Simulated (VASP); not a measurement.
# BaZrO3 (Pm-3m) in VASP: further runs, part 2 of 2

VASP 6.6.1.

### Step 3. Relaxation of cell and atoms, PBEsol, target pressure 5 GPa, at which the enthalpy is minimised

Contents of INCAR:

```
SYSTEM = BaZrO3
PREC = Accurate
ENCUT = 600
EDIFF = 1E-6
ISMEAR = 0
SIGMA = 0.01
LREAL = .False.
LASPH = .True.
NELM = 60
ALGO = Normal
ISIF = 3
LWAVE = .False.
LCHARG = .False.
GGA = PS
IBRION = 2
NSW = 80
EDIFFG = -0.01
PSTRESS = 50.0
```

Contents of KPOINTS:

```
Automatic mesh
0
Gamma
  6 6 6
  0 0 0
```

Contents of POSCAR:

```
BaZrO3
1.0
    4.1913400000      0.0000000000      0.0000000000
    0.0000000000      4.1913400000      0.0000000000
    0.0000000000      0.0000000000      4.1913400000
Ba Zr O
1 1 3
Direct
    0.0000000000      0.0000000000      0.0000000000
    0.5000000000      0.5000000000      0.5000000000
    0.0000000000      0.5000000000      0.5000000000
    0.5000000000      0.0000000000      0.5000000000
    0.5000000000      0.5000000000      0.0000000000
```

Potentials or basis: VASP PAW PBE potentials, release 64 (Ba_sv, Zr_sv, O).

Started as:

```sh
cat potpaw_PBE.64/Ba_sv/POTCAR potpaw_PBE.64/Zr_sv/POTCAR potpaw_PBE.64/O/POTCAR > POTCAR
mpirun -np 1 vasp_std > vasp.out
```

OUTCAR:

```text
SYSTEM = BaZrO3
   PREC = Accurate
   ENCUT = 600
   EDIFF = 1E-6
   ISMEAR = 0
   LREAL = .False.
   LASPH = .True.
   NELM = 60
   ISIF = 3
   GGA = PS
   IBRION = 2
   NSW = 80
   EDIFFG = -0.01
   PSTRESS = 50.0

 ion  position               nearest neighbor table
   1  0.000  0.000  0.000-   3 2.96   4 2.96   5 2.96   3 2.96   4 2.96   3 2.96   5 2.96   3 2.96
                             4 2.96   5 2.96   4 2.96   5 2.96   2 3.63   2 3.63   2 3.63   2 3.63
   2  0.500  0.500  0.500-   3 2.10   4 2.10   5 2.10   5 2.10   4 2.10   3 2.10   1 3.63   1 3.63
                             1 3.63   1 3.63   1 3.63   1 3.63   1 3.63   1 3.63
   3  0.000  0.500  0.500-   2 2.10   2 2.10   1 2.96   1 2.96   1 2.96   1 2.96
   4  0.500  0.000  0.500-   2 2.10   2 2.10   1 2.96   1 2.96   1 2.96   1 2.96
   5  0.500  0.500  0.000-   2 2.10   2 2.10   1 2.96   1 2.96   1 2.96   1 2.96

[... 193 lines left out ...]
  -------------------------------------------------------------------------------------
  Total       -0.1060226     -0.1060226     -0.1060226     -0.0000000      0.0000000     -0.0000000
  in kB       -2.3070139     -2.3070139     -2.3070139     -0.0000000      0.0000000     -0.0000000
  external PRESSURE =     -52.3070139 kB  Pullay stress =      50.0000000 kB
[... 69 lines left out ...]
--------------------------------------- Ionic step        3  -------------------------------------------

 number of electron      39.9999991 magnetization

 Free energy of the ion-electron system (eV)
  ---------------------------------------------------
  ext. energy  EPLUGINS =         0.00000000
  ---------------------------------------------------
  free energy    TOTEN  =       -43.59837783 eV

  energy without entropy =      -43.59837783  energy(sigma->0) =      -43.59837783

 E-fermi :   3.9452     XC(G=0): -11.1741

 val. band max:        3.8505031001   @ k =   0.5000   0.5000   0.5000
 cond. band min:       7.0179748177   @ k =   0.0000   0.0000   0.0000
 fundamental gap:      3.1674717176
 Fermi energy:         3.9452381130

 k-point     1 :       0.0000    0.0000    0.0000
  band No.  band energies     occupation
      1     -42.8390      2.00000
      2     -21.3021      2.00000
      3     -21.0934      2.00000
      4     -21.0934      2.00000
      5     -21.0934      2.00000
      6     -12.4881      2.00000
[... 565 lines left out ...]
  energy  without entropy=      -43.5983778312  energy(sigma->0) =      -43.59837783

  enthalpy is  TOTEN    =       -41.3684292196 eV   P V=        2.2299486116

 reached required accuracy - stopping structural energy minimisation
```

CONTCAR:

```text
BaZrO3
   1.00000000000000
     4.1496532782345970   -0.0000000000000000   -0.0000000000000000
    -0.0000000000000000    4.1496532782345970   -0.0000000000000000
     0.0000000000000000    0.0000000000000000    4.1496532782345970
  Ba              Zr              O
     1     1     3
Direct
     0.0000000000000000    0.0000000000000000    0.0000000000000000
     0.5000000000000000    0.5000000000000000    0.5000000000000000
     0.0000000000000000    0.5000000000000000    0.5000000000000000
     0.5000000000000000    0.0000000000000000    0.5000000000000000
     0.5000000000000000    0.5000000000000000    0.0000000000000000

  0.00000000E+00  0.00000000E+00  0.00000000E+00
  0.00000000E+00  0.00000000E+00  0.00000000E+00
  0.00000000E+00  0.00000000E+00  0.00000000E+00
  0.00000000E+00  0.00000000E+00  0.00000000E+00
  0.00000000E+00  0.00000000E+00  0.00000000E+00
```

Run time: 1.7 min. Hardware: 1 thread of Intel Xeon Platinum 8488C (Sapphire Rapids), shared host; peak memory 0.23 GiB.

Results:

```yaml
Free_energy: -43.5984 eV
Relaxed_volume: 14.29 Å³/atom
Relaxed_cell: a = 4.150 Å, b = 4.150 Å, c = 4.150 Å, α = 90.00°, β = 90.00°, γ = 90.00°
Space_group_after_relaxing_to_0.05_Å: Pm-3m (No. 221)
Energy_change_on_relaxing_the_enthalpy_is_what_falls: +6.2 meV/atom
Ionic_steps: 3
Pressure_after_relaxing: 4.9 GPa
Band_gap_on_the_k_mesh: 3.17 eV, indirect (least direct gap 3.35 eV)
```

The path:
| step | energy change (eV) | largest force (eV/Å) | pressure (GPa) | volume (Å³) |
| --- | --- | --- | --- | --- |
| 1 | 0.0000 | 0.0000 | -0.23 | 73.63 |
| 2 | 0.1877 | 0.0000 | 13.08 | 68.63 |
| 3 | 0.0311 | 0.0000 | 4.94 | 71.46 |

Final structure:
```
Ba Zr O
1.0
     4.14965    0.00000    0.00000
     0.00000    4.14965    0.00000
     0.00000    0.00000    4.14965
Ba Zr O
1 1 3
Direct
  0.00000 0.00000 0.00000
  0.50000 0.50000 0.50000
  0.00000 0.50000 0.50000
  0.50000 0.00000 0.50000
  0.50000 0.50000 0.00000
```

Levels at points of the mesh, in eV from the valence-band top:
| k point | band 18 | band 19 | band 20 | band 21 | band 22 | band 23 |
| --- | --- | --- | --- | --- | --- | --- |
| (0.00, 0.00, 0.00) | -0.18 | -0.18 | -0.18 | 3.17 | 3.17 | 3.17 |
| (0.50, 0.00, 0.00) | -1.80 | -0.40 | -0.40 | 3.65 | 5.88 | 5.88 |
| (0.50, 0.50, 0.00) | -0.93 | -0.71 | -0.08 | 5.85 | 5.85 | 6.59 |
| (0.50, 0.50, 0.50) | 0.00 | 0.00 | 0.00 | 6.02 | 6.02 | 6.02 |

Caveat: the cell is relaxed towards a set pressure, so the enthalpy falls and the energy may rise; the PAW data sets were made with another functional, which shifts forces and pressure a little; spin-orbit coupling is left out, which moves the levels of the heavy elements.

### Step 4. Relaxation of cell and atoms, PBEsol, target pressure 10 GPa, at which the enthalpy is minimised

Contents of INCAR:

```
SYSTEM = BaZrO3
ALGO = Normal ; EDIFF = 1E-7
EDIFFG = -0.01 ; ENCUT = 600
GGA = PS ; IBRION = 2
ISIF = 3 ; ISMEAR = 0
LASPH = .True. ; LCHARG = .False.
LREAL = .False. ; LWAVE = .False.
NELM = 100 ; NSW = 80
PREC = Accurate ; PSTRESS = 100.0
SIGMA = 0.01
```

Contents of KPOINTS:

```
k-points
0
Gamma
  6 6 6
  0 0 0
```

POSCAR is that of step 3.

Started as:

```sh
cat potpaw_PBE.64/Ba_sv/POTCAR potpaw_PBE.64/Zr_sv/POTCAR potpaw_PBE.64/O/POTCAR > POTCAR
mpirun -np 1 vasp_std > vasp.out
```

Run time: 2.5 min. Hardware: 1 thread of Intel Xeon Platinum 8488C (Sapphire Rapids), shared host; peak memory 0.24 GiB.

It converged, with:

```
Free energy                                            : -43.5143 eV
Relaxed volume                                         : 13.93 Å³/atom
Relaxed cell                                           : a = 4.114 Å, b = 4.114 Å, c = 4.114 Å, α = 90.00°, β = 90.00°, γ = 90.00°
Space group after relaxing (to 0.05 Å)                 : Pm-3m (No. 221)
Energy change on relaxing (the enthalpy is what falls) : +23.0 meV/atom
Ionic steps                                            : 4
Pressure after relaxing                                : 10.0 GPa
Band gap on the k mesh                                 : 3.22 eV, indirect (least direct gap 3.36 eV)
```

Step by step:
```
step  energy change (eV)  largest force (eV/Å)  pressure (GPa)  volume (Å³)
   1              0.0000                0.0000           -0.23        73.63
   2              0.7931                0.0000           30.44        64.06
   3              0.1104                0.0000            9.74        69.71
   4              0.1152                0.0000            9.97        69.64
```

Final structure:
```
Ba Zr O
1.0
     4.11411    0.00000    0.00000
     0.00000    4.11411    0.00000
     0.00000    0.00000    4.11411
Ba Zr O
1 1 3
Direct
  0.00000 0.00000 0.00000
  0.50000 0.50000 0.50000
  0.00000 0.50000 0.50000
  0.50000 0.00000 0.50000
  0.50000 0.50000 0.00000
```

Levels at points of the mesh, in eV from the valence-band top:
```tsv
k point	band 17	band 18	band 19	band 20	band 21	band 22	band 23	band 24
(0.00, 0.00, 0.00)	-1.09	-0.15	-0.15	-0.15	3.22	3.22	3.22	4.60
(0.50, 0.00, 0.00)	-1.84	-1.84	-0.35	-0.35	3.73	6.06	6.06	6.57
(0.50, 0.50, 0.00)	-0.93	-0.93	-0.64	-0.09	6.01	6.01	6.73	6.79
(0.50, 0.50, 0.50)	-2.58	0.00	0.00	0.00	6.12	6.12	6.12	7.49
```

Caveat: the cell is relaxed towards a set pressure, so the enthalpy falls and the energy may rise; the PAW data sets were made with another functional, which shifts forces and pressure a little; spin-orbit coupling is left out, which moves the levels of the heavy elements. A k mesh can miss the band edges.

### Step 5. Overview

| cell | gap on the mesh (eV) | pressure (GPa) |
| --- | --- | --- |
| relaxed to 2 GPa | 3.13 | 2.0 |
| relaxed to 5 GPa | 3.17 | 4.9 |
| relaxed to 10 GPa | 3.22 | 10.0 |

Alike in all rows: task relaxation of cell and atoms; level PBEsol; potentials or basis VASP PAW PBE potentials, release 64 (Ba_sv, Zr_sv, O); no spin polarisation; k mesh 6 × 6 × 6; cutoff (eV) 600; smearing gaussian 0.01 eV.

Caveats: the cell is relaxed towards a set pressure, so the enthalpy falls and the energy may rise; the PAW data sets were made with another functional, which shifts forces and pressure a little; spin-orbit coupling is left out, which moves the levels of the heavy elements.

Total energies depend on the potentials used, so only differences within one code and one set of settings carry meaning.
